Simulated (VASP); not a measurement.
Crystal: Pd.

```
Pd
1.0
     0.00000    1.97371    1.97371
     1.97371    0.00000    1.97371
     1.97371    1.97371    0.00000
Pd
1
Cartesian
  0.0000 0.0000 0.0000
```

Base run:

- Program: VASP 6.6.1
- Functional: PBE
- Potentials or basis: VASP PAW PBE potentials, release 64 (Pd)
- Cutoff: 520 eV
- k mesh: 14 × 14 × 14
- Occupations: fermi-dirac, width 0.6 eV
- Spin: collinear spin, ferromagnetic start
- Starting moments: [0.288] μB

Its results: pressure 4.9 GPa; net moment 0.00 μB per cell.

Problem. The run is repeated on the same cell with these changes: occupations from fermi-dirac, width 0.6 eV to gaussian, width 0.01 eV. What comes out?

Solution. Pressure -0.4 GPa; net moment 0.46 μB per cell; site moments Pd +0.45 μB.
